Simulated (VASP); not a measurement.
# B (I4/mmm) in VASP: a series of runs, part 2 of 2

VASP 6.6.1. Earlier steps stand in the parts before.

## (4) Relaxation of cell and atoms, PBE

INCAR reads:

```
SYSTEM = B
ALGO = Normal
EDIFF = 1E-6
EDIFFG = -0.04
ENCUT = 600
GGA = PE
IBRION = 2
ISIF = 3
ISMEAR = 0
LASPH = .TRUE.
LCHARG = .FALSE.
LREAL = .FALSE.
LWAVE = .FALSE.
NELM = 60
NSW = 90
PREC = Accurate
SIGMA = 0.1
```

KPOINTS reads:

```
k-points
0
G
  10 10 10
  0 0 0
```

POSCAR reads:

```
B
1.0
   -1.2004092000      1.2004092000      2.0679883600
    1.2004092000     -1.2004092000      2.0679883600
    1.2004092000      1.2004092000     -2.0679883600
B
2
Direct
    0.2919075800      0.2919075800      0.0000000000
    0.7080924200      0.7080924200      0.0000000000
```

Potentials or basis: VASP PAW PBE potentials, release 64 (B).

Started as:

```
$ cat potpaw_PBE.64/B/POTCAR > POTCAR
$ mpirun -np 1 vasp_std > vasp.out
```

OUTCAR:

```text
SYSTEM = B
   EDIFF = 1E-6
   EDIFFG = -0.04
   ENCUT = 600
   GGA = PE
   IBRION = 2
   ISIF = 3
   ISMEAR = 0
   LASPH = .TRUE.
   LREAL = .FALSE.
   NELM = 60
   NSW = 90
   PREC = Accurate

 ion  position               nearest neighbor table
   1  0.292  0.292  0.000-   2 1.72   2 1.73   2 1.73   2 1.73   2 1.73
   2  0.708  0.708  0.000-   1 1.72   1 1.73   1 1.73   1 1.73   1 1.73

  LATTYP: Found a body centered tetragonal cell.
 ALAT       =     2.4008184000
 C/A-ratio  =     1.7227361803

  Lattice vectors:

 A1 = (  -1.2004092000,   1.2004092000,   2.0679883600)
 A2 = (   1.2004092000,  -1.2004092000,   2.0679883600)
 A3 = (   1.2004092000,   1.2004092000,  -2.0679883600)

Analysis of symmetry for initial positions (statically):
=====================================================================
 Subroutine PRICEL returns:
 Original cell was already a primitive cell.

 Routine SETGRP: Setting up the symmetry group for a
 body centered tetragonal supercell.

 Subroutine GETGRP returns: Found 16 space group operations
 (whereof 16 operations were pure point group operations)
 out of a pool of 16 trial point group operations.

The static configuration has the point symmetry D_4h.

[... 264 lines left out ...]
  free  energy   TOTEN  =       -11.1435755211 eV

  energy  without entropy=      -11.1417795478  energy(sigma->0) =      -11.14267753

[... ionic steps 4 to 32 ...]

--------------------------------------- Ionic step       33  -------------------------------------------

 number of electron       6.0000000 magnetization

------------------------ aborting loop because EDIFF is reached ----------------------------------------
[... 67 lines left out ...]
--------------------------------------- Ionic step       35  -------------------------------------------

 number of electron       6.0000000 magnetization

 Free energy of the ion-electron system (eV)
  ---------------------------------------------------
  ext. energy  EPLUGINS =         0.00000000
  ---------------------------------------------------
  free energy    TOTEN  =       -12.18367983 eV

  energy without entropy =      -12.18075422  energy(sigma->0) =      -12.18221702

 E-fermi :   8.0038     XC(G=0): -12.2353

 val. band max:        7.9908160299   @ k =   0.2000   0.2000   0.2000
 cond. band min:       8.0349089692   @ k =   0.2000   0.2000   0.1000
 fundamental gap:      0.0440929392
 Fermi energy:         8.0038118019

 k-point     1 :       0.0000    0.0000    0.0000
  band No.  band energies     occupation
      1      -8.9798      2.00000
      2       4.7921      2.00000
      3      11.3646      0.00000
      4      13.1959      0.00000
      5      13.1959      0.00000
      6      18.7749      0.00000
      7      18.7749      0.00000
[... 221 lines left out ...]
 k-point    24 :       0.4000    0.3000   -0.0000
  band No.  band energies     occupation
      1      -1.3571      2.00000
      2       1.4751      2.00000
      3       3.7890      2.00000
      4       7.9310      1.69659
      5      13.5179      0.00000
      6      14.9792      0.00000
      7      17.6959      0.00000

 [... further k-points ...]
[... 5 lines left out ...]
  --------------------------------------------------------------------------------------
  -------------------------------------------------------------------------------------
  Total       -0.0310927     -0.0310927     -0.0076627      0.0000000      0.0000000      0.0000000
  in kB       -3.7134282     -3.7134282     -0.9151648      0.0000000      0.0000000      0.0000000
  external PRESSURE =      -2.7806737 kB  Pullay stress =       0.0000000 kB
[... 17 lines left out ...]
  FREE ENERGIE OF THE ION-ELECTRON SYSTEM (eV)
  ---------------------------------------------------
  free  energy   TOTEN  =       -12.1836798291 eV

  energy  without entropy=      -12.1807542185  energy(sigma->0) =      -12.18221702

 reached required accuracy - stopping structural energy minimisation
```

OSZICAR:

```text
N       E                     dE             d eps       ncg     rms          rms(c)
DAV:   1     0.283836414435E+01    0.28384E+01   -0.36853E+03  1428   0.881E+02
DAV:   2    -0.109429356831E+02   -0.13781E+02   -0.13397E+02  2121   0.113E+02
DAV:   3    -0.110051221030E+02   -0.62186E-01   -0.61967E-01  1631   0.888E+00
[... 231 lines left out ...]
       N       E                     dE             d eps       ncg     rms          rms(c)
DAV:   1    -0.121837288253E+02   -0.17947E-03   -0.25649E-03  1701   0.465E-01    0.315E-02
DAV:   2    -0.121836922729E+02    0.36552E-04   -0.71307E-05  1589   0.747E-02    0.162E-02
DAV:   3    -0.121836799382E+02    0.12335E-04   -0.41042E-05  1820   0.458E-02    0.230E-03
DAV:   4    -0.121836798291E+02    0.10916E-06   -0.10022E-06  1001   0.110E-02
  35 F= -.12183680E+02 E0= -.12182217E+02  d E =-.414608E-03
```

CONTCAR:

```text
B
   1.00000000000000
    -1.1205201751410550    1.1205201751410550    2.6711282750073262
     1.1205201751410550   -1.1205201751410550    2.6711282750073262
     1.1205201751410550    1.1205201751410550   -2.6711282750073262
  B
     2
Direct
     0.3423237813673680    0.3423237813673680    0.0000000000000000
     0.6576762186326324    0.6576762186326324    0.0000000000000000

  0.00000000E+00  0.00000000E+00  0.00000000E+00
  0.00000000E+00  0.00000000E+00  0.00000000E+00
```

Run time: 2 min. Hardware: 1 thread of Intel Xeon Platinum 8259CL at 2.50GHz (Skylake/Cascade Lake), shared host; peak memory 0.14 GiB.

Results:

```
Free energy                            : -12.1837 eV
Relaxed volume                         : 6.71 Å³/atom
Relaxed cell                           : a = 3.106 Å, b = 3.106 Å, c = 3.106 Å, α = 137.70°, β = 137.70°, γ = 61.36°
Space group after relaxing (to 0.05 Å) : I4/mmm (No. 139)
Energy gained by relaxing              : 686.4 meV/atom
Ionic steps                            : 35
Pressure after relaxing                : -0.3 GPa
Band gap on the k mesh                 : zero (band 3 reaches 12.70 eV, above the bottom of band 4 at 6.31 eV)
```

Stress tensor (GPa, compression positive):
```
-0.37  0.00  0.00
 0.00 -0.37  0.00
 0.00  0.00 -0.09
```

Step by step:
```
step  energy change (eV)  largest force (eV/Å)  pressure (GPa)  volume (Å³)
   1              0.0000                0.4400           50.82        11.92
   2             -0.2635                0.3294          -15.64        15.48
   3             -0.3327                0.3077           -0.01        14.19
   4             -0.3326                0.3081           -0.73        14.24
   5             -0.3445                0.3077           -0.23        14.27
   6             -0.4225                0.3999            1.02        14.36
   7             -0.5856                1.3360            4.93        14.52
   8             -0.5684                2.7848            8.36        14.59
   9             -0.5855                1.9394            6.19        14.55
  10             -0.5857                1.9474            6.21        14.55
  11             -0.5864                1.9737            6.26        14.55
  12             -0.5877                2.0213            6.36        14.56
  13             -0.5901                2.1074            6.57        14.57
  14             -0.5941                2.2925            6.99        14.59
  15             -0.5937                2.9751            7.74        14.63
  16             -0.5956                2.5815            7.35        14.61
  17             -0.6013                2.5838            7.21        14.61
  18             -0.6182                2.5998            6.81        14.63
  19             -0.6505                2.6281            6.02        14.65
  20             -0.7143                2.5967            4.51        14.70
  21             -0.8239                3.0007            1.20        14.80
  22             -0.9242                4.0123           -4.35        14.96
  23             -1.0303                3.1572           -7.48        14.95
  24             -1.2268                1.0615          -14.59        14.90
  25             -1.2106                1.5437          -20.28        14.79
  26             -1.2734                0.5332          -18.77        14.85
  27             -1.2747                0.2912          -18.26        14.86
  28             -1.2958                0.3104          -16.40        14.67
  29             -1.3436                0.3765          -10.10        14.13
  30             -1.3625                0.4778            5.41        13.07
  31             -1.3681                0.4577           -0.03        13.40
  32             -1.3716                0.1968            0.38        13.39
  33             -1.3724                0.0011            0.70        13.38
  34             -1.3727                0.0001            0.27        13.40
  35             -1.3728                0.0003           -0.28        13.42
```

Final structure:
```yaml
crystal:
  lattice:
    - [-1.12052, 1.12052, 2.67113]
    - [1.12052, -1.12052, 2.67113]
    - [1.12052, 1.12052, -2.67113]
  atoms:
    - { symbol: B, position: [0.34232, 0.34232, 0.00000] }
    - { symbol: B, position: [0.65768, 0.65768, 0.00000] }
```

Caveat: the k points lie up to 0.40 Å⁻¹ apart in the final cell.

## (5) Overview

| task | cell | cutoff (eV) | gap on the mesh (eV) | pressure (GPa) | largest force (eV/Å) |
| --- | --- | --- | --- | --- | --- |
| single point | a = 2.676 Å, angles 126.7, 126.7, 78.8°, 2 atoms | 520 | none | 50.9 | 0.44 |
| single point | a = 3.105 Å, angles 137.7, 137.7, 61.3°, 2 atoms | 520 | none | 0.1 | 0.02 |
| relaxation of cell and atoms | relaxed from a = 2.676 Å, angles 126.7, 126.7, 78.8°, 2 atoms | 600 | none | -0.3 | - |

Alike in all rows: level PBE; potentials or basis VASP PAW PBE potentials, release 64 (B); no spin polarisation; k mesh 10 × 10 × 10; smearing gaussian 0.1 eV.

Caveats: all runs use coarse meshes.

Absolute energies hang on the potentials; compare differences alone.
